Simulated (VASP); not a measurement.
Wanted: the native input for a VASP 6.6.1 run.

| Quantity | Value |
| --- | --- |
| Task | single point |
| Functional | PBEsol |
| Potentials or basis | VASP PAW PBE potentials, release 64 (Pb_d, S) |
| Cutoff | 500 eV |
| k mesh | 3 × 3 × 4 |
| Occupations | fermi-dirac, width 0.05 eV |
| Spin | no spin polarisation |
| Dipole correction | no |
| Further INCAR settings | ALGO = Normal; EDIFF = 1e-06; NBANDS = 17 |

The structure of PbS lies in POSCAR:

```
PbS
1.0
    4.0896980000      0.0000000000      0.0000000000
   -2.0448490000      3.5417823618      0.0000000000
    0.0000000000      0.0000000000      3.7881670000
Pb S
1 1
Direct
    0.0000000000      0.0000000000      0.0000000000
    0.6666666667      0.3333333333      0.5000000000
```

These files were run (other wordings do the same):

INCAR

```
SYSTEM = PbS
PREC = Accurate
ENCUT = 500
EDIFF = 1E-6
ISMEAR = -1
SIGMA = 0.05
LREAL = .False.
LASPH = .True.
NELM = 120
ALGO = Normal
ISIF = 2
LWAVE = .False.
LCHARG = .False.
GGA = PS
NBANDS = 17
GGA_COMPAT = .False.
```

KPOINTS

```
regular mesh
0
Gamma
  3 3 4
  0 0 0
```

Potentials or basis: VASP PAW PBE potentials, release 64 (Pb_d, S).

The run is started by

```bash
$ cat potpaw_PBE.64/Pb_d/POTCAR potpaw_PBE.64/S/POTCAR > POTCAR
$ mpirun -np 1 vasp_std > vasp.out
```

It gave:

| Quantity | Value |
| --- | --- |
| Pressure | -4.3 GPa |
| Band gap on the k mesh | zero (bands 10 and 11 overlap by 0.46 eV) |

Caveat: the k points lie up to 0.59 Å⁻¹ apart; semilocal functionals underestimate gaps, and a narrow one can read as zero; the PAW data sets were made with another functional, which shifts forces and pressure a little; spin-orbit coupling is left out, which moves the levels of the heavy elements.

Wall time 15 s on 1 thread of Intel Xeon 8259CL, with other jobs on the host, peak memory 0.16 GiB.
